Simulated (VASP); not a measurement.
# Cd (Fm-3m) in VASP: further runs, part 2 of 2

VASP 6.6.1.

## (3) Single point, pbesol exchange, lda correlation

This run uses another cell than the first one, of 16.44 Å³/atom.

The input, INCAR:

```
SYSTEM = Cd
PREC = Accurate ; ENCUT = 500
EDIFF = 1E-6 ; ISMEAR = 1
SIGMA = 0.1 ; LREAL = .False.
LASPH = .True. ; NELM = 120
ALGO = Normal ; ISIF = 2
LWAVE = .False. ; LCHARG = .True.
GGA = LIBXC ; LIBXC1 = GGA_X_PBE_SOL
LIBXC2 = LDA_C_PW ; LELF = .True.
LVHAR = .True. ; NBANDS = 12
GGA_COMPAT = .False.
```

The input, KPOINTS:

```
regular mesh
0
Gamma
  9 9 9
  0 0 0
```

The input, POSCAR:

```
Cd
1.0
    0.0000000000      2.0182647213      2.0182647213
    2.0182647213      0.0000000000      2.0182647213
    2.0182647213      2.0182647213      0.0000000000
Cd
1
Direct
    0.0000000000      0.0000000000      0.0000000000
```

Potentials or basis: VASP PAW PBE potentials, release 64 (Cd).

Command:

```
$ cat potpaw_PBE.64/Cd/POTCAR > POTCAR
$ mpirun -np 1 vasp_std > vasp.out
```

It took 4.7 s on 1 thread of AMD EPYC 9R45 (Zen 5), shared host; peak memory 0.11 GiB.

The run converged. Its results:

```
Free energy            : 0.3942 eV
Pressure               : 41.2 GPa
Band gap on the k mesh : zero (bands 6 and 7 overlap by 1.10 eV)
```

Levels at points of the mesh, in eV from the Fermi level:
```tsv
k point	band 4	band 5	band 6	band 7	band 8	band 9
(0.00, 0.00, 0.00)	-10.48	-9.66	-9.66	14.80	17.55	17.55
```

Caveat: the cell stands under pressure; the PAW data sets were made with another functional, which shifts forces and pressure a little.

## (4) Single point, pbesol exchange, lda correlation

This run uses another cell than the first one, of 18.50 Å³/atom.

The input, INCAR:

```
ALGO = Normal
EDIFF = 1E-6
ENCUT = 500
GGA = LIBXC
GGA_COMPAT = False
ISIF = 2
ISMEAR = 1
LASPH = True
LCHARG = False
LIBXC1 = GGA_X_PBE_SOL
LIBXC2 = LDA_C_PW
LREAL = False
LWAVE = False
NBANDS = 12
NELM = 120
PREC = Accurate
SIGMA = 0.1
```

The input, KPOINTS:

```
k-points
0
Gamma
  9 9 9
```

The input, POSCAR:

```
Cd
1.0
    0.0000000000      2.0990706642      2.0990706642
    2.0990706642      0.0000000000      2.0990706642
    2.0990706642      2.0990706642      0.0000000000
Cd
1
Direct
    0.0000000000      0.0000000000      0.0000000000
```

Command:

```
$ cat potpaw_PBE.64/Cd/POTCAR > POTCAR
$ mpirun -np 1 vasp_std > vasp.out
```

Wall time 4.5 s (1 thread of AMD EPYC 9R45 (Zen 5), shared host); peak memory 0.11 GiB.

The run converged. Its results:

```yaml
Free_energy: 0.0107 eV
Pressure: 20.7 GPa
Band_gap_on_the_k_mesh: zero (bands 6 and 7 overlap by 1.41 eV)
```

Levels at points of the mesh, in eV from the Fermi level:
```tsv
k point	band 3	band 4	band 5	band 6	band 7	band 8	band 9	band 10
(0.00, 0.00, 0.00)	-9.78	-9.78	-9.14	-9.14	14.68	16.60	16.60	16.60
```

Caveat: the cell stands under pressure; the PAW data sets were made with another functional, which shifts forces and pressure a little.

## (5) Single point, pbesol exchange, lda correlation

This run uses another cell than the first one, of 24.72 Å³/atom.

The input, INCAR:

```
SYSTEM = Cd
PREC = Accurate
ENCUT = 500
EDIFF = 1E-6
ISMEAR = 1
SIGMA = 0.1
LREAL = .False.
LASPH = .True.
NELM = 120
ALGO = Normal
ISIF = 2
LWAVE = .False.
LCHARG = .False.
GGA = LIBXC
LIBXC1 = GGA_X_PBE_SOL
LIBXC2 = LDA_C_PW
NBANDS = 12
GGA_COMPAT = .False.
```

The input, KPOINTS:

```
Automatic mesh
0
Gamma
  9 9 9
  0 0 0
```

The input, POSCAR:

```
Cd
1.0
    0.0000000000      2.3119546450      2.3119546450
    2.3119546450      0.0000000000      2.3119546450
    2.3119546450      2.3119546450      0.0000000000
Cd
1
Direct
    0.0000000000      0.0000000000      0.0000000000
```

Command:

```
$ cat potpaw_PBE.64/Cd/POTCAR > POTCAR
$ mpirun -np 1 vasp_std > vasp.out
```

Run time: 4.6 s. Hardware: 1 thread of AMD EPYC 9R45 (Zen 5), shared host; peak memory 0.11 GiB.

It converged, with:

| Quantity | Value |
| --- | --- |
| Free energy | -0.2800 eV |
| Pressure | 0.2 GPa |
| Band gap on the k mesh | zero (bands 6 and 7 overlap by 1.81 eV) |

Levels at points of the mesh, in eV from the Fermi level:
| k point | band 4 | band 5 | band 6 | band 7 | band 8 | band 9 |
| --- | --- | --- | --- | --- | --- | --- |
| (0.00, 0.00, 0.00) | -8.51 | -8.51 | -7.78 | 13.74 | 13.74 | 13.74 |

Caveat: the PAW data sets were made with another functional, which shifts forces and pressure a little.

## (6) Relaxation of cell and atoms, pbesol exchange, lda correlation

This run uses another cell than the first one, of 21.59 Å³/atom.

The input, INCAR:

```
SYSTEM = Cd
PREC = Accurate
ENCUT = 500
EDIFF = 1E-7
ISMEAR = 1
SIGMA = 0.1
LREAL = .FALSE.
LASPH = .TRUE.
NELM = 120
ALGO = Normal
ISIF = 3
LWAVE = .FALSE.
LCHARG = .FALSE.
GGA = LIBXC
LIBXC1 = GGA_X_PBE_SOL
LIBXC2 = LDA_C_PW
IBRION = 2
NSW = 80
EDIFFG = -0.02
GGA_COMPAT = .FALSE.
NELMIN = 4
```

The input, KPOINTS:

```
Automatic mesh
0
G
  9 9 9
  0 0 0
```

The input, POSCAR:

```
Cd
1.0
    0.0000000000      2.2100000000      2.2100000000
    2.2100000000      0.0000000000      2.2100000000
    2.2100000000      2.2100000000      0.0000000000
Cd
1
Direct
    0.0000000000      0.0000000000      0.0000000000
```

Potentials or basis: VASP PAW PBE potentials, release 64 (Cd).

Command:

```
$ cat potpaw_PBE.64/Cd/POTCAR > POTCAR
$ mpirun -np 1 vasp_std > vasp.out
```

OUTCAR:

```text
SYSTEM = Cd
   PREC = Accurate
   ENCUT = 500
   EDIFF = 1E-7
   ISMEAR = 1
   LREAL = .FALSE.
   LASPH = .TRUE.
   NELM = 120
   ISIF = 3
   GGA = LIBXC
   IBRION = 2
   NSW = 80
   EDIFFG = -0.02
   NELMIN = 4

 ion  position               nearest neighbor table
   1  0.000  0.000  0.000-

  LATTYP: Found a face centered cubic cell.
 ALAT       =     4.4200000000

  Lattice vectors:

 A1 = (   0.0000000000,   2.2100000000,   2.2100000000)
 A2 = (   2.2100000000,   0.0000000000,   2.2100000000)
 A3 = (   2.2100000000,   2.2100000000,   0.0000000000)

Analysis of symmetry for initial positions (statically):
=====================================================================
[... 256 lines left out ...]
 Fermi energy:         1.8345495604

 k-point     1 :       0.0000    0.0000    0.0000
  band No.  band energies     occupation
      1      -7.0098      2.00000
      2      -7.0098      2.00000
      3      -7.0098      2.00000
      4      -6.6726      2.00000
      5      -6.6726      2.00000
      6      -5.9294      2.00000
      7      15.5390      0.00000
      8      15.5390      0.00000
      9      15.5390      0.00000
     10      15.6081      0.00000
[... 287 lines left out ...]
 k-point    24 :       0.4444    0.4444    0.0000
  band No.  band energies     occupation
      1      -7.4617      2.00000
      2      -7.3696      2.00000
      3      -6.4138      2.00000
      4      -6.3373      2.00000
      5      -6.3373      2.00000
      6       0.3832      2.00000
      7       4.0827      0.00000
      8       8.4109      0.00000
      9       8.4109      0.00000
     10      12.3921      0.00000

 [... further k-points ...]

------------------------ aborting loop because EDIFF is reached ----------------------------------------

  FORCE on cell =-STRESS in cart. coord.  units (eV):
  Direction    XX          YY          ZZ          XY          YZ          ZX
  --------------------------------------------------------------------------------------
  -------------------------------------------------------------------------------------
  Total       -0.0147439     -0.0147439     -0.0147439      0.0000000      0.0000000     -0.0000000
  in kB       -0.9529818     -0.9529818     -0.9529818      0.0000000      0.0000000     -0.0000000
  external PRESSURE =      -0.9529818 kB  Pullay stress =       0.0000000 kB
[... 16 lines left out ...]
  FREE ENERGIE OF THE ION-ELECTRON SYSTEM (eV)
  ---------------------------------------------------
  free  energy   TOTEN  =        -0.2786084849 eV

  energy  without entropy=       -0.2781472154  energy(sigma->0) =       -0.27845473

 reached required accuracy - stopping structural energy minimisation
```

OSZICAR:

```text
N       E                     dE             d eps       ncg     rms          rms(c)
DAV:   1     0.611123502489E+02    0.61112E+02   -0.69673E+03   772   0.115E+03
DAV:   2     0.624407877952E+00   -0.60488E+02   -0.58515E+02   728   0.250E+02
DAV:   3    -0.262953669530E+00   -0.88736E+00   -0.88699E+00   766   0.367E+01
[... 23 lines left out ...]
DAV:   3    -0.279347018095E+00    0.43659E-02   -0.10872E-02   766   0.134E+00    0.495E-01
DAV:   4    -0.278605012739E+00    0.74201E-03   -0.60385E-04   722   0.233E-01    0.423E-02
DAV:   5    -0.278605179924E+00   -0.16718E-06   -0.20141E-05   766   0.423E-02    0.123E-02
DAV:   6    -0.278608499842E+00   -0.33199E-05   -0.32279E-06   730   0.148E-02    0.825E-04
DAV:   7    -0.278608484879E+00    0.14963E-07   -0.30126E-08   442   0.140E-03
   3 F= -.27860848E+00 E0= -.27845473E+00  d E =-.516115E-01
```

It took 10 s on 1 thread of AMD EPYC 9R45 (Zen 5), shared host; peak memory 0.11 GiB.

Results:

| Item | Value |
| --- | --- |
| Free energy | -0.2786 eV |
| Relaxed volume | 24.79 Å³/atom |
| Relaxed cell | a = 3.273 Å, b = 3.273 Å, c = 3.273 Å, α = 60.00°, β = 60.00°, γ = 60.00° |
| Space group after relaxing (to 0.1 Å) | Fm-3m (No. 225) |
| Energy gained by relaxing | 51.6 meV/atom |
| Ionic steps | 3 |
| Pressure after relaxing | -0.1 GPa |
| Band gap on the k mesh | zero (bands 6 and 7 overlap by 1.81 eV) |

Step by step:
```tsv
step	energy change (eV)	largest force (eV/Å)	pressure (GPa)	volume (Å³)
1	0.0000	0.0000	6.14	21.59
2	-0.0508	0.0000	0.59	24.28
3	-0.0516	0.0000	-0.10	24.79
```

Final structure:
```xyz
1
Lattice="0.0000 2.3142 2.3142 2.3142 0.0000 2.3142 2.3142 2.3142 0.0000" Properties=species:S:1:pos:R:3 pbc="T T T"
Cd    0.0000    0.0000    0.0000
```

Caveat: the PAW data sets were made with another functional, which shifts forces and pressure a little.

## (7) The runs side by side

```tsv
task	cell	gap on the mesh (eV)	pressure (GPa)
single point	a = 2.780 Å, angles 60.0°, 1 atom	none	61.8
single point	a = 2.854 Å, angles 60.0°, 1 atom	none	41.2
single point	a = 2.969 Å, angles 60.0°, 1 atom	none	20.7
single point	a = 3.270 Å, angles 60.0°, 1 atom	none	0.2
relaxation of cell and atoms	relaxed from a = 3.125 Å, angles 60.0°, 1 atom	none	-0.1
```

Alike in all rows: level pbesol exchange, lda correlation; potentials or basis VASP PAW PBE potentials, release 64 (Cd); no spin polarisation; k mesh 9 × 9 × 9; cutoff (eV) 500; smearing methfessel-paxton 0.1 eV.

Caveats: the PAW data sets were made with another functional, which shifts forces and pressure a little; the cell stands under pressure (at least some runs).

Total energies depend on the potentials used, so only differences within one code and one set of settings carry meaning.
